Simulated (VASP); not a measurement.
# Ba (Im-3m) in VASP: notebook

Runs on Ba. Level: LDA. Tasks: single point, relaxation of cell and atoms.

Everything below comes from runs of VASP 6.6.1. Logs are shortened: lines on timing, memory, paths and dates and some standing lists are left out, and cuts for length are marked.

### 1 The cell of the first run

The structure is cubic, space group Im-3m (No. 229). The conventional cell has a = 4.772 Å, b = 4.772 Å, c = 4.772 Å, α = 90.00°, β = 90.00°, γ = 90.00°. Within 5.4 Å of Ba (site symmetry m-3m) lie 14 Ba at 4.13 to 4.77 Å.

### 2 Single point, LDA

Contents of INCAR:

```
SYSTEM = Ba
  PREC = Accurate
  ENCUT = 520
  EDIFF = 1E-6
  ISMEAR = -1
  SIGMA = 0.1
  LREAL = .FALSE.
  LASPH = .TRUE.
  NELM = 80
  ALGO = Normal
  ISIF = 2
  LWAVE = .FALSE.
  LCHARG = .FALSE.
  GGA = CA
  NBANDS = 11
```

Contents of KPOINTS:

```
Automatic mesh
0
G
  7 7 7
  0 0 0
```

Contents of POSCAR:

```
Ba
1.0
   -2.3858920598      2.3858920598      2.3858920598
    2.3858920598     -2.3858920598      2.3858920598
    2.3858920598      2.3858920598     -2.3858920598
Ba
1
Direct
    0.0000000000      0.0000000000      0.0000000000
```

Potentials or basis: VASP PAW LDA potentials, release 64 (Ba_sv).

Run with:

```console
cat potpaw_LDA.64/Ba_sv/POTCAR > POTCAR
mpirun -np 1 vasp_std > vasp.out
```

OUTCAR:

```text
SYSTEM = Ba
   PREC = Accurate
   ENCUT = 520
   EDIFF = 1E-6
   ISMEAR = -1
   LREAL = .FALSE.
   LASPH = .TRUE.
   NELM = 80
   ISIF = 2
   GGA = CA

 ion  position               nearest neighbor table
   1  0.000  0.000  0.000-

  LATTYP: Found a body centered cubic cell.
 ALAT       =     4.7717841196

  Lattice vectors:

 A1 = (  -2.3858920598,   2.3858920598,   2.3858920598)
 A2 = (   2.3858920598,  -2.3858920598,   2.3858920598)
 A3 = (   2.3858920598,   2.3858920598,  -2.3858920598)

Analysis of symmetry for initial positions (statically):
=====================================================================
 Subroutine PRICEL returns:
 Original cell was already a primitive cell.

 Routine SETGRP: Setting up the symmetry group for a
 body centered cubic supercell.

 Subroutine GETGRP returns: Found 48 space group operations
 (whereof 48 operations were pure point group operations)
 out of a pool of 48 trial point group operations.

The static configuration has the point symmetry O_h .

Analysis of symmetry for dynamics (positions and initial velocities):
=====================================================================
 Subroutine PRICEL returns:
 Original cell was already a primitive cell.

 Routine SETGRP: Setting up the symmetry group for a
 body centered cubic supercell.

 Subroutine GETGRP returns: Found 48 space group operations
 (whereof 48 operations were pure point group operations)
 out of a pool of 48 trial point group operations.

The dynamic configuration has the point symmetry O_h .

 Subroutine INISYM returns: Found 48 space group operations
 (whereof 48 operations are pure point group operations),
 and found     1 'primitive' translations

----------------------------------------------------------------------------------------

                                     Primitive cell

  volume of cell :      54.3266

  direct lattice vectors                    reciprocal lattice vectors
    -2.385892060  2.385892060  2.385892060     0.000000000  0.209565222  0.209565222
     2.385892060 -2.385892060  2.385892060     0.209565222  0.000000000  0.209565222
     2.385892060  2.385892060 -2.385892060     0.209565222  0.209565222  0.000000000

  length of vectors
     4.132486269  4.132486269  4.132486269     0.296369980  0.296369980  0.296369980

  position of ions in fractional coordinates (direct lattice)
     0.000000000  0.000000000  0.000000000

  ion indices of the primitive-cell ions
   primitive index   ion index
                 1           1

----------------------------------------------------------------------------------------

 KPOINTS: Automatic mesh

Automatic generation of k-mesh.
 Grid dimensions read from file:
 generate k-points for:    7    7    7

 Generating k-lattice:

  Cartesian coordinates                     Fractional coordinates (reciprocal lattice)
     0.000000000  0.029937889  0.029937889     0.142857143  0.000000000  0.000000000
     0.029937889  0.000000000  0.029937889     0.000000000  0.142857143  0.000000000
     0.029937889  0.029937889  0.000000000     0.000000000  0.000000000  0.142857143

  Length of vectors
     0.042338569  0.042338569  0.042338569

  Shift w.r.t. Gamma in fractional coordinates (k-lattice)
     0.000000000  0.000000000  0.000000000

 Subroutine IBZKPT returns following result:
 ===========================================

 Found     20 irreducible k-points:

 Following reciprocal coordinates:
            Coordinates               Weight
  0.000000  0.000000  0.000000      1.000000
  0.142857  0.000000  0.000000     12.000000
  0.285714  0.000000  0.000000     12.000000
  0.428571  0.000000  0.000000     12.000000
  0.142857  0.142857  0.000000     24.000000
  0.285714  0.142857 -0.000000     48.000000
[... 12 lines left out ...]
 -0.428571 -0.428571  0.285714      8.000000
 -0.428571  0.428571  0.428571      6.000000
   k-points           NKPTS =     20   k-points in BZ     NKDIM =     20   number of bands    NBANDS=     11
   number of dos      NEDOS =    301   number of ions     NIONS =      1
   total plane-waves  NPLWV =  32768
   dimension x,y,z NGX =    32 NGY =   32 NGZ =   32
   dimension x,y,z NGXF=    64 NGYF=   64 NGZF=   64
   ions per type =               1
   NGX,Y,Z   is equivalent  to a cutoff of  12.87, 12.87, 12.87 a.u.
   NGXF,Y,Z  is equivalent  to a cutoff of  25.75, 25.75, 25.75 a.u.
 SYSTEM =  Ba
   PREC   = accura    normal or accurate (medium, high low for compatibility)
   ISTART =      0    job   : 0-new  1-cont  2-samecut
   ICHARG =      2    charge: 1-file 2-atom 10-const
   ISPIN  =      1    spin polarized calculation?
   LNONCOLLINEAR =      F non collinear calculations
   LSORBIT =      F    spin-orbit coupling
   LASPH  =      T    aspherical Exc in radial PAW
   ENCUT  =  520.0 eV  38.22 Ry    6.18 a.u.   7.68  7.68  7.68*2*pi/ulx,y,z
   NELM   =     80;   NELMIN=  2; NELMDL= -5     # of ELM steps
   EDIFF  = 0.1E-05   stopping-criterion for ELM
   LREAL  =      F    real-space projection
   EDIFFG = 0.1E-04   stopping-criterion for IOM
   NSW    =      0    number of steps for IOM
   IBRION =     -1    ionic relax: 0-MD 1-quasi-New 2-CG
   NFREE  =      0    steps in history (QN), initial steepest desc. (CG)
   ISIF   =      2    stress and relaxation
   ISYM   =      2    0-nonsym 1-usesym 2-fastsym
   POTIM  = 0.5000    time-step for ionic-motion
   TEBEG  =    0.0;   TEEND  =   0.0 temperature during run
   PSTRESS=    0.0 pullay stress
   NELECT =      10.0000    total number of electrons
   NUPDOWN=      -1.0000    fix difference up-down
   EMIN   =  10.00;   EMAX   =-10.00  energy-range for DOS
   EFERMI =   0.00;   METHOD = LEGACY
   ISMEAR =    -1;   SIGMA  =   0.10  broadening in eV -4-tet -1-fermi 0-gaus
   EFERMI_NEDOS =   21; number of points for ismear=-14 and -15
   IALGO  =     38    algorithm
   IMIX   =      4    mixing-type and parameters
     AMIX     =   0.40;   BMIX     =  1.00
     AMIX_MAG =   1.60;   BMIX_MAG =  1.00
  volume/ion in A,a.u.               =      54.33       366.61
  Fermi-wavevector in a.u.,A,eV,Ry     =   0.931259  1.759825 11.799574  0.867244
  Thomas-Fermi vector in A             =   2.057734
   LORBIT       =      0    0 simple, 1 ext, 2 COOP (PROOUT), +10 PAW based schemes
   GGA     = CA    functional components
   LHFCALC =     F    Hartree Fock is set to
   AEXX    =    0.0000 exact exchange contribution
   IVDW    =     0    specifies the selected vdW correction
   LEPSILON=     F    determine dielectric tensor
   LRPA    =     F    only Hartree local field effects (RPA)
 non-spin polarized calculation
  energy-cutoff  :      520.00
  volume of cell :       54.33
 maximum number of plane-waves:      1481
   NGX = 15   NGY = 15   NGZ = 15

 number of electron      10.0000000 magnetization

 number of electron       9.9999999 magnetization

 Free energy of the ion-electron system (eV)
  ---------------------------------------------------
  ext. energy  EPLUGINS =         0.00000000
  ---------------------------------------------------
  free energy    TOTEN  =        -2.26664082 eV

  energy without entropy =       -2.21998661  energy(sigma->0) =       -2.24331372

 E-fermi :   1.9343     XC(G=0):  -8.1124

 val. band max:        1.9073503908   @ k =  -0.4286   0.4286   0.2857
 cond. band min:       2.2342640776   @ k =   0.2857   0.2857   0.1429
 fundamental gap:      0.3269136868
 Fermi energy:         1.9342990909

 k-point     1 :       0.0000    0.0000    0.0000
  band No.  band energies     occupation
      1     -26.6450      2.00000
      2     -11.4934      2.00000
      3     -11.4934      2.00000
      4     -11.4934      2.00000
      5      -0.8616      2.00000
      6       3.8622      0.00000
      7       3.8622      0.00000
      8       3.8622      0.00000
      9       5.5384      0.00000
     10       5.5384      0.00000
     11       9.3510      0.00000

 k-point     2 :       0.1429    0.0000    0.0000
  band No.  band energies     occupation
      1     -26.6294      2.00000
      2     -11.6466      2.00000
      3     -11.5391      2.00000
      4     -11.4948      2.00000
      5      -0.4187      2.00000
      6       3.5310      0.00000
      7       3.6372      0.00000
      8       4.3272      0.00000
      9       5.1513      0.00000
     10       5.5158      0.00000
     11       9.8188      0.00000

 k-point     3 :       0.2857    0.0000    0.0000
  band No.  band energies     occupation
      1     -26.5942      2.00000
      2     -11.9672      2.00000
      3     -11.6391      2.00000
      4     -11.4982      2.00000
      5       0.5214      2.00000
      6       2.9584      0.00007
      7       3.1203      0.00001
      8       5.3485      0.00000
      9       5.6457      0.00000
     10       5.6590      0.00000
     11       9.6439      0.00000

 k-point     4 :       0.4286    0.0000    0.0000
  band No.  band energies     occupation
      1     -26.5656      2.00000
      2     -12.2048      2.00000
      3     -11.7167      2.00000
      4     -11.5010      2.00000
      5       0.9181      1.99992
      6       2.5969      0.00265
      7       3.5677      0.00000
      8       5.5793      0.00000
      9       6.0853      0.00000
     10       7.4709      0.00000
     11       8.3481      0.00000
[... 183 lines left out ...]
 k-point    18 :      -0.4286    0.4286    0.2857
  band No.  band energies     occupation
      1     -26.5283      2.00000
      2     -12.0729      2.00000
      3     -11.8862      2.00000
      4     -11.8197      2.00000
      5       1.6746      1.86136
      6       1.9074      1.13393
      7       4.3309      0.00000
      8       4.3511      0.00000
      9       6.5382      0.00000
     10       7.0200      0.00000
     11       9.6448      0.00000

 k-point    19 :      -0.4286   -0.4286    0.2857
  band No.  band energies     occupation
      1     -26.5174      2.00000
      2     -12.0200      2.00000
      3     -12.0200      2.00000
      4     -11.8355      2.00000
      5       1.6206      1.91680
      6       1.6206      1.91680
      7       4.0772      0.00000
      8       6.0713      0.00000
      9       6.0713      0.00000
     10       8.2744      0.00000
     11       8.7822      0.00000

 k-point    20 :      -0.4286    0.4286    0.4286
  band No.  band energies     occupation
      1     -26.5073      2.00000
      2     -12.0045      2.00000
      3     -11.9758      2.00000
      4     -11.9758      2.00000
      5       1.3038      1.99635
      6       1.3601      1.99360
      7       5.9208      0.00000
      8       5.9208      0.00000
      9       6.5336      0.00000
     10       7.0379      0.00000
     11       8.7735      0.00000

------------------------ aborting loop because EDIFF is reached ----------------------------------------

  FORCE on cell =-STRESS in cart. coord.  units (eV):
  Direction    XX          YY          ZZ          XY          YZ          ZX
  --------------------------------------------------------------------------------------
  -------------------------------------------------------------------------------------
  Total        0.0213453      0.0213453      0.0213453      0.0000000      0.0000000      0.0000000
  in kB        0.6295058      0.6295058      0.6295058      0.0000000      0.0000000      0.0000000
  external PRESSURE =       0.6295058 kB  Pullay stress =       0.0000000 kB

 VOLUME and BASIS-vectors are now :
 -----------------------------------------------------------------------------
  energy-cutoff  :      520.00
  volume of cell :       54.33
      direct lattice vectors                 reciprocal lattice vectors
    -2.385892060  2.385892060  2.385892060     0.000000000  0.209565222  0.209565222
     2.385892060 -2.385892060  2.385892060     0.209565222  0.000000000  0.209565222
     2.385892060  2.385892060 -2.385892060     0.209565222  0.209565222  0.000000000

 POSITION                                       TOTAL-FORCE (eV/Angst)
 -----------------------------------------------------------------------------------
      0.00000      0.00000      0.00000        -0.000000     -0.000000      0.000000
 -----------------------------------------------------------------------------------
    total drift:                               -0.000000      0.000000      0.000000

  FREE ENERGIE OF THE ION-ELECTRON SYSTEM (eV)
  ---------------------------------------------------
  free  energy   TOTEN  =        -2.2666408221 eV

  energy  without entropy=       -2.2199866102  energy(sigma->0) =       -2.24331372
```

It took 6.3 s on 1 thread of Intel Xeon 6975P-C (Granite Rapids), shared host; peak memory 0.14 GiB.

What came out:

| Item | Value |
| --- | --- |
| Free energy | -2.2666 eV |
| Pressure | 0.1 GPa |
| Band gap on the k mesh | zero (bands 5 and 6 overlap by 0.87 eV) |

Levels at points of the mesh, in eV from the Fermi level:
```csv
k point,band 2,band 3,band 4,band 5,band 6,band 7,band 8,band 9
"(0.00, 0.00, 0.00)",-13.43,-13.43,-13.43,-2.80,1.93,1.93,1.93,3.60
```

Caveat: spin-orbit coupling is left out, which moves the levels of the heavy elements.

### 3 Relaxation of cell and atoms, LDA

This run uses another cell than the first one, of 62.99 Å³/atom.

Contents of INCAR:

```
  PREC = Accurate
  ENCUT = 600
  EDIFF = 1E-6
  ISMEAR = -1
  SIGMA = 0.1
  LREAL = False
  LASPH = True
  NELM = 80
  ALGO = Normal
  ISIF = 3
  LWAVE = False
  LCHARG = False
  IBRION = 2
  NSW = 60
  EDIFFG = -0.01
```

Contents of KPOINTS:

```
Automatic mesh
0
Gamma
  7 7 7
```

Contents of POSCAR:

```
Ba
1.0
   -2.5065000000      2.5065000000      2.5065000000
    2.5065000000     -2.5065000000      2.5065000000
    2.5065000000      2.5065000000     -2.5065000000
Ba
1
Direct
    0.0000000000      0.0000000000      0.0000000000
```

Potentials or basis: VASP PAW LDA potentials, release 64 (Ba_sv).

Run with:

```console
cat potpaw_LDA.64/Ba_sv/POTCAR > POTCAR
mpirun -np 1 vasp_std > vasp.out
```

Wall time 25 s (1 thread of Intel Xeon 6975P-C (Granite Rapids), shared host); peak memory 0.17 GiB.

The run converged. Its results:

- Free energy: -2.2668 eV
- Relaxed volume: 54.60 Å³/atom
- Relaxed cell: a = 4.139 Å, b = 4.139 Å, c = 4.139 Å, α = 109.47°, β = 109.47°, γ = 109.47°
- Space group after relaxing (to 0.1 Å): Im-3m (No. 229)
- Energy gained by relaxing: 35.0 meV/atom
- Ionic steps: 4
- Pressure after relaxing: 0.0 GPa
- Band gap on the k mesh: zero (bands 5 and 6 overlap by 0.87 eV)

Step by step:
| step | energy change (eV) | largest force (eV/Å) | pressure (GPa) | volume (Å³) |
| --- | --- | --- | --- | --- |
| 1 | 0.0000 | 0.0000 | -1.22 | 62.99 |
| 2 | -0.0258 | 0.0000 | -0.70 | 58.72 |
| 3 | -0.0349 | 0.0000 | -0.09 | 55.09 |
| 4 | -0.0350 | 0.0000 | 0.01 | 54.60 |

Final structure:
```xyz
1
Lattice="-2.3899 2.3899 2.3899 2.3899 -2.3899 2.3899 2.3899 2.3899 -2.3899" Properties=species:S:1:pos:R:3 pbc="T T T"
Ba    0.0000    0.0000    0.0000
```

Levels at points of the mesh, in eV from the Fermi level:
```
           k point  band 1  band 2  band 3  band 4  band 5  band 6  band 7  band 8  band 9
(0.00, 0.00, 0.00)  -28.59  -13.44  -13.44  -13.44   -2.80    1.92    1.92    1.92    3.59
```

Caveat: spin-orbit coupling is left out, which moves the levels of the heavy elements.

The gap in the log of VASP goes by the Fermi energy; the results here count the filled bands.